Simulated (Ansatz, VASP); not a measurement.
## One calculation of CoSi2, two programs

INCAR

```
PREC = Accurate
ENCUT = 520
EDIFF = 1E-7
ISMEAR = 0
SIGMA = 0.15
LREAL = False
LASPH = True
NELM = 80
ALGO = Normal
ISIF = 2
LWAVE = False
LCHARG = False
GGA = PE
NBANDS = 16
```

Contents of KPOINTS:

```
regular mesh
0
Gamma
  16 16 16
```

POSCAR

```
CoSi2
1.0
    0.0000000000      2.6129405832      2.6129405832
    2.6129405832      0.0000000000      2.6129405832
    2.6129405832      2.6129405832      0.0000000000
Co Si
1 2
Direct
    0.0000000000      0.0000000000      0.0000000000
    0.2500000000      0.2500000000      0.2500000000
    0.7500000000      0.7500000000      0.7500000000
```

Input for Ansatz:

```yaml
crystal:
  lattice:
    - [0.0, 2.6129405832, 2.6129405832]
    - [2.6129405832, 0.0, 2.6129405832]
    - [2.6129405832, 2.6129405832, 0.0]
  atoms:
    - { symbol: Co, position: [0.0, 0.0, 0.0] }
    - { symbol: Si, position: [0.25, 0.25, 0.25] }
    - { symbol: Si, position: [0.75, 0.75, 0.75] }
basis:
  ecutwfc: 420
kpoints:
  mp_grid: { grid: [16, 16, 16] }
hamiltonian:
  xc: pbe
scf:
  occupations: { method: gaussian, width: 0.15 }
output:
  forces: true
  stress: true
  eigenvalues: true
```

Change from the starting cell: strain -0.025 along x and y, -0.025 along z, atoms carried along.

Alike in both runs: task single point; functional PBE; k mesh 16 × 16 × 16; occupations gaussian, width 0.15 eV; no spin polarisation.

```csv
,VASP,Ansatz
version,VASP 6.6.1,Ansatz 0.2.0
potentials or method,"VASP PAW PBE potentials, release 64 (Co, Si), cutoff 520 eV","scalar-relativistic, plane waves, PAW"
valence electrons in the cell,17,25
```

```tsv
	VASP	Ansatz	Ansatz less VASP
gap on the k mesh at the Fermi level (eV)	none	none	-
pressure (GPa)	16.0	16.1	+0.18
```

A gap of «none» marks a metal or a gap that the smearing closes. With one functional, cell and mesh, what is left measures potentials, basis and numerics. VASP's potentials hold 17 valence electrons a cell and Ansatz's 25, so a difference there can come from the potentials and not from the codes.
